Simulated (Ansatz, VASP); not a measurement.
## Al in VASP and in Ansatz

INCAR

```
PREC     = Accurate       # precision mode
ENCUT    = 520            # plane-wave cutoff, eV
EDIFF    = 1E-6           # SCF threshold, eV
ISMEAR   = -1             # smearing method
SIGMA    = 0.05           # smearing width, eV
LREAL    = False          # projectors in reciprocal space
LASPH    = True           # aspherical terms in the spheres
NELM     = 60             # most SCF steps
ALGO     = Fast           # electronic algorithm
ISIF     = 2              # what is computed and relaxed
LWAVE    = False          # write WAVECAR
LCHARG   = False          # write CHGCAR
GGA      = PE             # functional
NBANDS   = 8              # bands
```

Contents of KPOINTS:

```
regular mesh
0
Gamma
  10 10 10
```

The input POSCAR:

```
Al
1.0
    0.0404961000      2.0248050000      2.0248050000
    2.0248050000      0.0404961000      2.0248050000
    2.0653011000      2.0653011000      0.0000000000
Al
1
Direct
    0.0000000000      0.0000000000      0.0000000000
```

input.yaml

```yaml
crystal:
  lattice:
    - [0.0404961, 2.024805, 2.024805]
    - [2.024805, 0.0404961, 2.024805]
    - [2.0653011, 2.0653011, 0.0]
  atoms:
    - { symbol: Al, position: [0.0, 0.0, 0.0] }
hamiltonian:
  xc: pbe
  pseudopotentials: { kind: paw }
kpoints:
  mp_grid: { grid: [10, 10, 10] }
scf:
  occupations: { method: fermi_dirac, width: 0.05 }
output:
  forces: true
  stress: true
  eigenvalues: true
  write_density: true
  write_potential: true
  elf: true
  volumetric_format: npy
```

Alike in both runs: task single point; functional PBE; k mesh 10 × 10 × 10; occupations fermi-dirac, width 0.05 eV; no spin polarisation.

|  | VASP | Ansatz |
| --- | --- | --- |
| version | VASP 6.6.1 | Ansatz 0.2.0 |
| potentials or method | VASP PAW PBE potentials, release 64 (Al) | Ansatz PAW |
| plane-wave cutoff (eV) | 520 | 420 |
| valence electrons in the cell | 3 | 3 |

```csv
,VASP,Ansatz,Ansatz less VASP
gap on the k mesh at the Fermi level (eV),none,none,-
pressure (GPa),-0.4,-0.4,+0.04
"traceless stress, the component that is largest in VASP (GPa)",-1.05,-1.05,0.000
```

A gap of «none» marks a metal or a gap that the smearing closes. The functional is the same, so the differences come from potentials, cutoffs and numerics.
